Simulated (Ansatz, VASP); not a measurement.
One calculation of ZnS, two programs

INCAR

```
SYSTEM = ZnS
  PREC = Accurate
  ENCUT = 520
  EDIFF = 1E-6
  ISMEAR = -1
  SIGMA = 0.05
  LREAL = .False.
  LASPH = .True.
  NELM = 60
  ALGO = Normal
  ISIF = 2
  LWAVE = .False.
  LCHARG = .False.
  GGA = PS
  NBANDS = 26
```

KPOINTS

```
regular mesh
0
Gamma
  7 7 4
  0 0 0
```

File POSCAR:

```
ZnS
1.0
    3.8110000000      0.0000000000      0.0000000000
   -1.9055000000      3.3004228138      0.0000000000
    0.0000000000      0.0000000000      6.4833600000
Zn S
2 2
Direct
    0.6666666667      0.3333333333      0.5000000000
    0.3333333333      0.6666666667      0.0000000000
    0.6666666667      0.3333333333      0.8850000000
    0.3333333333      0.6666666667      0.3850000000
```

The input input.yaml:

```yaml
crystal:
  lattice:
    - [3.811, 0.0, 0.0]
    - [-1.9055, 3.3004228138, 0.0]
    - [0.0, 0.0, 6.48336]
  atoms:
    - { symbol: Zn, position: [0.6666666667, 0.3333333333, 0.5] }
    - { symbol: Zn, position: [0.3333333333, 0.6666666667, 0.0] }
    - { symbol: S, position: [0.6666666667, 0.3333333333, 0.885] }
    - { symbol: S, position: [0.3333333333, 0.6666666667, 0.385] }
hamiltonian:
  xc: pbesol
  pseudopotentials: { kind: paw }
kpoints:
  mp_grid: { grid: [7, 7, 4] }
scf:
  occupations: { method: fermi_dirac, width: 0.05 }
output:
  forces: true
  stress: true
  eigenvalues: true
```

Alike in both runs: task single point; functional PBEsol; k mesh 7 × 7 × 4; occupations fermi-dirac, width 0.05 eV; no spin polarisation.

|  | VASP | Ansatz |
| --- | --- | --- |
| version | VASP 6.6.1 | Ansatz 0.2.0 |
| potentials or method | VASP PAW PBE potentials, release 64 (Zn, S) | Ansatz PAW |
| plane-wave cutoff (eV) | 520 | 420 |
| valence electrons in the cell | 36 | 36 |

VASP gave:

```
gap on the k mesh at the Fermi level (eV)                     : 1.89
least direct gap on the mesh (eV)                             : 1.89
pressure (GPa)                                                : -3.3
traceless stress, the component that is largest in VASP (GPa) : -3.53
rms of the force components (eV/Å)                            : 0.208
```

Question: What did Ansatz give for the same quantities?

Answer: gap on the k mesh at the Fermi level (eV): 1.88; least direct gap on the mesh (eV): 1.88; pressure (GPa): -3.4; traceless stress, the component that is largest in VASP (GPa): -3.49; rms of the force components (eV/Å): 0.205.

VASP's potentials were made for PBE, not for PBEsol. Atom by atom the forces differ by 0.003 eV/Å (rms over components).

Noted on Ansatz's run: odd divisions of the mesh miss points on the zone boundary, where band edges often lie, so the gap on the mesh can be too wide.
